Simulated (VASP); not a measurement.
# MgS (I4/mmm) in VASP: further runs

The runs below take MgS through single point, with LDA.

All numbers are computed with VASP 6.6.1; they aren't measurements. Logs are shortened: lines on timing, memory, paths and dates and some standing lists are left out, and cuts for length are marked.

## Step 1: The cell of the first run

The structure is tetragonal, space group I4/mmm (No. 139). Conventional cell: a = 3.554 Å, b = 3.554 Å, c = 5.185 Å, α = 90.00°, β = 90.00°, γ = 90.00°. Within 3.3 Å of Mg (site symmetry 4/mmm) lie 6 S at 2.51 to 2.59 Å. S (site symmetry 4/mmm) has 6 Mg at 2.51 to 2.59 Å within 3.3 Å.

## Step 2: Single point, LDA (in-plane strain -0.02, then relaxed in part)

The input, INCAR:

```
SYSTEM = MgS
PREC = Accurate
ENCUT = 520
EDIFF = 1E-7
ISMEAR = 0
SIGMA = 0.01
LREAL = .FALSE.
LASPH = .TRUE.
NELM = 60
ALGO = Normal
ISIF = 2
LWAVE = .FALSE.
LCHARG = .TRUE.
LELF = .TRUE.
LVHAR = .TRUE.
NBANDS = 11
```

The input, KPOINTS:

```
regular mesh
0
G
  8 8 8
  0 0 0
```

The input, POSCAR:

```
MgS
1.0
    2.5128987816      2.5128987816      0.0000000000
   -2.5128987816      2.5128987816      0.0000000000
    0.0000000000      2.5128987816      2.5926425682
Mg S
1 1
Direct
    0.0000000000      0.0000000000      0.0000000000
    0.5000000000      0.5000000000      0.0000000000
```

Potentials or basis: VASP PAW LDA potentials, release 64 (Mg, S).

The run is started by

```console
$ cat potpaw_LDA.64/Mg/POTCAR potpaw_LDA.64/S/POTCAR > POTCAR
$ mpirun -np 1 vasp_std > vasp.out
```

OUTCAR:

```text
SYSTEM = MgS
   PREC = Accurate
   ENCUT = 520
   EDIFF = 1E-7
   ISMEAR = 0
   LREAL = .FALSE.
   LASPH = .TRUE.
   NELM = 60
   ISIF = 2

 ion  position               nearest neighbor table
   1  0.000  0.000  0.000-   2 2.51   2 2.51   2 2.51   2 2.51   2 2.59   2 2.59
   2  0.500  0.500  0.000-   1 2.51   1 2.51   1 2.51   1 2.51   1 2.59   1 2.59

  LATTYP: Found a body centered tetragonal cell.
 ALAT       =     3.5537755378
 C/A-ratio  =     1.4590919098

  Lattice vectors:

 A1 = (   2.5128987816,   0.0000000000,  -2.5926425682)
 A2 = (  -2.5128987816,   0.0000000000,  -2.5926425682)
 A3 = (   0.0000000000,   2.5128987816,   2.5926425682)

Analysis of symmetry for initial positions (statically):
=====================================================================
 Subroutine PRICEL returns:
 Original cell was already a primitive cell.

 Routine SETGRP: Setting up the symmetry group for a
 body centered tetragonal supercell.

 Subroutine GETGRP returns: Found 16 space group operations
 (whereof 16 operations were pure point group operations)
 out of a pool of 16 trial point group operations.

The static configuration has the point symmetry D_4h.

Analysis of symmetry for dynamics (positions and initial velocities):
=====================================================================
 Subroutine PRICEL returns:
 Original cell was already a primitive cell.

 Routine SETGRP: Setting up the symmetry group for a
 body centered tetragonal supercell.

 Subroutine GETGRP returns: Found 16 space group operations
 (whereof 16 operations were pure point group operations)
 out of a pool of 16 trial point group operations.

The dynamic configuration has the point symmetry D_4h.

 Subroutine INISYM returns: Found 16 space group operations
 (whereof 16 operations are pure point group operations),
 and found     1 'primitive' translations

----------------------------------------------------------------------------------------

                                     Primitive cell

  volume of cell :      32.7433

  direct lattice vectors                    reciprocal lattice vectors
     2.512898782  2.512898782  0.000000000     0.198973394  0.198973394 -0.192853425
    -2.512898782  2.512898782  0.000000000    -0.198973394  0.198973394 -0.192853425
     0.000000000  2.512898782  2.592642568     0.000000000  0.000000000  0.385706851

  length of vectors
     3.553775538  3.553775538  3.610603242     0.341135262  0.341135262  0.385706851

  position of ions in fractional coordinates (direct lattice)
     0.000000000  0.000000000  0.000000000
[... 83 lines left out ...]
   NFREE  =      0    steps in history (QN), initial steepest desc. (CG)
   ISIF   =      2    stress and relaxation
   ISYM   =      2    0-nonsym 1-usesym 2-fastsym
   POTIM  = 0.5000    time-step for ionic-motion
   TEBEG  =    0.0;   TEEND  =   0.0 temperature during run
   PSTRESS=    0.0 pullay stress
   NELECT =       8.0000    total number of electrons
   NUPDOWN=      -1.0000    fix difference up-down
   EMIN   =  10.00;   EMAX   =-10.00  energy-range for DOS
   EFERMI =   0.00;   METHOD = LEGACY
   ISMEAR =     0;   SIGMA  =   0.01  broadening in eV -4-tet -1-fermi 0-gaus
   EFERMI_NEDOS =   21; number of points for ismear=-14 and -15
   IALGO  =     38    algorithm
   IMIX   =      4    mixing-type and parameters
     AMIX     =   0.40;   BMIX     =  1.00
     AMIX_MAG =   1.60;   BMIX_MAG =  1.00
  volume/ion in A,a.u.               =      16.37       110.48
  Fermi-wavevector in a.u.,A,eV,Ry     =   1.023444  1.934028 14.251245  1.047437
  Thomas-Fermi vector in A             =   2.157177
   LORBIT       =      0    0 simple, 1 ext, 2 COOP (PROOUT), +10 PAW based schemes
   GGA     = CA    functional components
   LHFCALC =     F    Hartree Fock is set to
   AEXX    =    0.0000 exact exchange contribution
   IVDW    =     0    specifies the selected vdW correction
   LEPSILON=     F    determine dielectric tensor
   LRPA    =     F    only Hartree local field effects (RPA)
 non-spin polarized calculation
 Gauss-broadening in eV      SIGMA  =   0.01
  energy-cutoff  :      520.00
  volume of cell :       32.74
 maximum number of plane-waves:       909
 NGX is ok and might be reduce to    28
   NGX = 13   NGY = 13   NGZ = 13

 number of electron       8.0000000 magnetization

 Free energy of the ion-electron system (eV)
  ---------------------------------------------------
  ext. energy  EPLUGINS =         0.00000000
  ---------------------------------------------------
  free energy    TOTEN  =        -9.57834976 eV

  energy without entropy =       -9.57834976  energy(sigma->0) =       -9.57834976

 E-fermi :   4.4508     XC(G=0): -10.2897

 val. band max:        4.3465830750   @ k =   0.0000   0.0000   0.0000
 cond. band min:       6.9191619841   @ k =   0.5000   0.5000   0.0000
 fundamental gap:      2.5725789091
 Fermi energy:         4.4507567625

 k-point     1 :       0.0000    0.0000    0.0000
  band No.  band energies     occupation
      1      -8.8189      2.00000
      2       4.2176      2.00000
      3       4.2176      2.00000
      4       4.3466      2.00000
      5       8.3507      0.00000
      6      11.8212      0.00000
      7      12.1619      0.00000
      8      12.1619      0.00000
      9      14.3680      0.00000
     10      14.8263      0.00000
     11      16.7916      0.00000
[... 309 lines left out ...]
 k-point    24 :       0.3750    0.0000    0.1250
  band No.  band energies     occupation
      1      -7.8431      2.00000
      2       0.5734      2.00000
      3       2.9129      2.00000
      4       3.8987      2.00000
      5       9.9928      0.00000
      6      11.3733      0.00000
      7      12.0106      0.00000
      8      12.5771      0.00000
      9      14.2301      0.00000
     10      17.1863      0.00000
     11      17.3851      0.00000

 [... further k-points ...]
[... 5 lines left out ...]
  --------------------------------------------------------------------------------------
  -------------------------------------------------------------------------------------
  Total        0.7425115      0.7425115     -0.1258929      0.0000000      0.0000000      0.0000000
  in kB       36.3321525     36.3321525     -6.1601212      0.0000000      0.0000000      0.0000000
  external PRESSURE =      22.1680613 kB  Pullay stress =       0.0000000 kB

 VOLUME and BASIS-vectors are now :
 -----------------------------------------------------------------------------
  energy-cutoff  :      520.00
  volume of cell :       32.74
      direct lattice vectors                 reciprocal lattice vectors
     2.512898782  2.512898782  0.000000000     0.198973394  0.198973394 -0.192853425
    -2.512898782  2.512898782  0.000000000    -0.198973394  0.198973394 -0.192853425
     0.000000000  2.512898782  2.592642568     0.000000000  0.000000000  0.385706851

 POSITION                                       TOTAL-FORCE (eV/Angst)
 -----------------------------------------------------------------------------------
      0.00000      0.00000      0.00000        -0.000000     -0.000000      0.000000
      0.00000      2.51290      0.00000         0.000000      0.000000      0.000000
 -----------------------------------------------------------------------------------
    total drift:                               -0.000000      0.000000     -0.000000

  FREE ENERGIE OF THE ION-ELECTRON SYSTEM (eV)
  ---------------------------------------------------
  free  energy   TOTEN  =        -9.5783497602 eV

  energy  without entropy=       -9.5783497602  energy(sigma->0) =       -9.57834976
```

It took 29 s on 1 thread of Intel Xeon Platinum 8375C at 2.90GHz (Ice Lake), shared host; peak memory 0.15 GiB.

Results:

- Free energy: -9.5783 eV
- Pressure: 2.2 GPa
- Band gap on the k mesh: 2.57 eV, indirect (least direct gap 4.00 eV)

Levels at points of the mesh, in eV from the valence-band top:
| k point | band 2 | band 3 | band 4 | band 5 | band 6 | band 7 |
| --- | --- | --- | --- | --- | --- | --- |
| (0.00, 0.00, 0.00) | -0.13 | -0.13 | 0.00 | 4.00 | 7.47 | 7.82 |
| (0.50, 0.00, 0.00) | -5.39 | -0.82 | -0.72 | 4.38 | 6.59 | 6.92 |
| (0.50, 0.50, 0.00) | -4.72 | -2.15 | -1.87 | 2.57 | 3.90 | 12.54 |
| (0.00, 0.00, 0.50) | -4.76 | -1.86 | -1.86 | 2.77 | 4.01 | 12.22 |

Caveat: the cell differs from its parent crystal (in-plane strain -0.02, then relaxed in part).

## Step 3: Single point, LDA (in-plane strain -0.02)

The input, INCAR:

```
SYSTEM = MgS
PREC = Accurate ; ENCUT = 520
EDIFF = 1E-7 ; ISMEAR = 0
SIGMA = 0.01 ; LREAL = .False.
LASPH = .True. ; NELM = 60
ALGO = Normal ; ISIF = 2
LWAVE = .False. ; LCHARG = .False.
NBANDS = 11
```

The input, KPOINTS:

```
regular mesh
0
Gamma
  8 8 8
  0 0 0
```

POSCAR, as its differences from that of step 2:

```diff
@@ -4,3 +4,3 @@
    -2.5128987816      2.5128987816      0.0000000000
-    0.0000000000      2.5128987816      2.5926425682
+    0.0000000000      2.5128987816      2.5949526194
 Mg S
```

Potentials or basis: VASP PAW LDA potentials, release 64 (Mg, S).

The run is started by

```console
$ cat potpaw_LDA.64/Mg/POTCAR potpaw_LDA.64/S/POTCAR > POTCAR
$ mpirun -np 1 vasp_std > vasp.out
```

Wall time 32 s (1 thread of Intel Xeon Platinum 8375C at 2.90GHz (Ice Lake), shared host); peak memory 0.15 GiB.

Results (log left out):

```
Free energy            : -9.5782 eV
Pressure               : 2.1 GPa
Band gap on the k mesh : 2.57 eV, indirect (least direct gap 3.99 eV)
```

Stress tensor (GPa, compression positive):
```
 3.59  0.00  0.00
 0.00  3.59  0.00
 0.00  0.00 -0.75
```

Levels at points of the mesh, in eV from the valence-band top:
| k point | band 1 | band 2 | band 3 | band 4 | band 5 | band 6 | band 7 | band 8 |
| --- | --- | --- | --- | --- | --- | --- | --- | --- |
| (0.00, 0.00, 0.00) | -13.16 | -0.13 | -0.13 | 0.00 | 3.99 | 7.47 | 7.82 | 7.82 |
| (0.50, 0.00, 0.00) | -11.63 | -5.39 | -0.83 | -0.72 | 4.38 | 6.58 | 6.92 | 10.54 |
| (0.50, 0.50, 0.00) | -11.15 | -4.71 | -2.16 | -1.87 | 2.57 | 3.90 | 12.53 | 12.88 |
| (0.00, 0.00, 0.50) | -11.29 | -4.76 | -1.86 | -1.86 | 2.77 | 4.01 | 12.20 | 12.82 |

Caveat: the cell differs from its parent crystal (in-plane strain -0.02). A k mesh can miss the band edges.

## Step 4: Single point, LDA (film at in-plane strain -0.02)

The input, INCAR:

```
ALGO = Normal
EDIFF = 1E-6
ENCUT = 520
GGA = CA
ISIF = 2
ISMEAR = 0
LASPH = T
LCHARG = F
LREAL = F
LWAVE = F
NBANDS = 11
NELM = 80
PREC = Accurate
SIGMA = 0.01
```

The input, KPOINTS:

```
k-points
0
Gamma
  8 8 8
```

POSCAR, as its differences from that of step 3:

```diff
@@ -4,3 +4,3 @@
    -2.5128987816      2.5128987816      0.0000000000
-    0.0000000000      2.5128987816      2.5949526194
+    0.0000000000      2.5128987816      2.5926425682
 Mg S
```

The run is started by

```console
$ cat potpaw_LDA.64/Mg/POTCAR potpaw_LDA.64/S/POTCAR > POTCAR
$ mpirun -np 1 vasp_std > vasp.out
```

Run time: 21 s. Hardware: 1 thread of Intel Xeon Platinum 8375C at 2.90GHz (Ice Lake), shared host; peak memory 0.15 GiB.

It converged, with:

- Free energy: -9.5783 eV
- Pressure: 2.2 GPa
- Band gap on the k mesh: 2.57 eV, indirect (least direct gap 4.00 eV)

Stress tensor (GPa, compression positive):
```
 3.63  0.00  0.00
 0.00  3.63  0.00
 0.00  0.00 -0.62
```

Levels at points of the mesh, in eV from the valence-band top:
| k point | band 1 | band 2 | band 3 | band 4 | band 5 | band 6 | band 7 | band 8 |
| --- | --- | --- | --- | --- | --- | --- | --- | --- |
| (0.00, 0.00, 0.00) | -13.17 | -0.13 | -0.13 | 0.00 | 4.00 | 7.47 | 7.82 | 7.82 |
| (0.50, 0.00, 0.00) | -11.63 | -5.39 | -0.82 | -0.72 | 4.38 | 6.59 | 6.92 | 10.55 |
| (0.50, 0.50, 0.00) | -11.15 | -4.72 | -2.15 | -1.87 | 2.57 | 3.90 | 12.54 | 12.88 |
| (0.00, 0.00, 0.50) | -11.29 | -4.76 | -1.86 | -1.86 | 2.77 | 4.01 | 12.22 | 12.83 |

Caveat: the cell differs from its parent crystal (film at in-plane strain -0.02). A k mesh can miss the band edges.

(Continued in part 2 of 2.)
